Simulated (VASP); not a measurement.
Crystal: BaTiO3.

```xyz
5
Lattice="4.0060 0.0000 0.0000 0.0000 4.0060 0.0000 0.0000 0.0000 4.0060" Properties=species:S:1:pos:R:3 pbc="T T T"
Ba    2.0030    2.0030    2.0030
Ti    0.0000    0.0000    0.0000
O     2.0030    0.0000    0.0000
O     0.0000    2.0030    0.0000
O     0.0000    0.0000    2.0030
```

| Item | Value |
| --- | --- |
| Program | VASP 6.6.1 |
| Task | relaxation of cell and atoms |
| Functional | PBE |
| Dispersion | D3(BJ) |
| Potentials or basis | VASP PAW PBE potentials, release 64 (Ba_sv, Ti_sv, O) |
| Cutoff | 600 eV |
| k mesh | 6 × 6 × 6 |
| Occupations | gaussian, width 0.02 eV |
| Spin | no spin polarisation |
| Hubbard terms | Ti d U = 4.0 eV |

At the start: pressure 3.1 GPa; volume 12.86 Å³/atom.

**Question.** Where does the relaxation end?

**Answer.** Over 3 steps the energy falls by 2.1 meV/atom and the volume is 13.08 Å³/atom (+1.7 %); space group Pm-3m (No. 221, to 0.05 Å).

Step by step:
```
step  energy change (eV)  largest force (eV/Å)  pressure (GPa)  volume (Å³)
   1              0.0000                0.0000            3.05        64.29
   2              0.0003                0.0000           -2.85        66.60
   3             -0.0104                0.0000            0.00        65.41
```

Final structure:
```xyz
5
Lattice="4.0292 0.0000 0.0000 0.0000 4.0292 0.0000 0.0000 0.0000 4.0292" Properties=species:S:1:pos:R:3 pbc="T T T"
Ba    2.0146    2.0146    2.0146
Ti    0.0000    0.0000    0.0000
O     2.0146    0.0000    0.0000
O     0.0000    2.0146    0.0000
O     0.0000    0.0000    2.0146
```
